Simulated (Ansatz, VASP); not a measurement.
Ni: VASP beside Ansatz

```
Ni
1.0
     4.39605    0.00000    0.00000
     0.00000    4.39605    0.00000
     0.00000    0.00000    4.39605
Ni
8
Direct
  0.00000 0.00000 0.00000
  0.50000 0.50000 0.50000
  0.25000 0.00000 0.50000
  0.75000 0.00000 0.50000
  0.50000 0.25000 0.00000
  0.50000 0.75000 0.00000
  0.00000 0.50000 0.25000
  0.00000 0.50000 0.75000
```

Alike in both runs: functional PBEsol; k mesh 6 × 6 × 6; occupations fermi-dirac, width 0.05 eV; collinear spin.

Ansatz relaxed the structure, and its values are those at the end. VASP's run is a single point on that final structure, the one shown.

```csv
,VASP,Ansatz
version,VASP 6.6.1,Ansatz 0.2.0
potentials or method,"VASP PAW PBE potentials, release 64 (Ni), cutoff 520 eV","plane waves (420 eV) with PAW, scalar-relativistic"
valence electrons in the cell,80,144
```

|  | VASP | Ansatz | Ansatz less VASP |
| --- | --- | --- | --- |
| pressure (GPa) | 0.0 | 0.0 | +0.06 |
| net moment per atom (μB) | 0.56 | 0.56 | +0.005 |
| size of the moment on the site where the two differ most (μB) | 0.57 | 0.60 | +0.032 |

VASP's potentials were made for PBE, not for PBEsol, and Ansatz warns of the same on its side. Site moments also hang on the region over which each program counts them. With one functional, cell and mesh, what is left measures potentials, basis and numerics. VASP's potentials hold 80 valence electrons a cell and Ansatz's 144, so a difference there can come from the potentials and not from the codes.
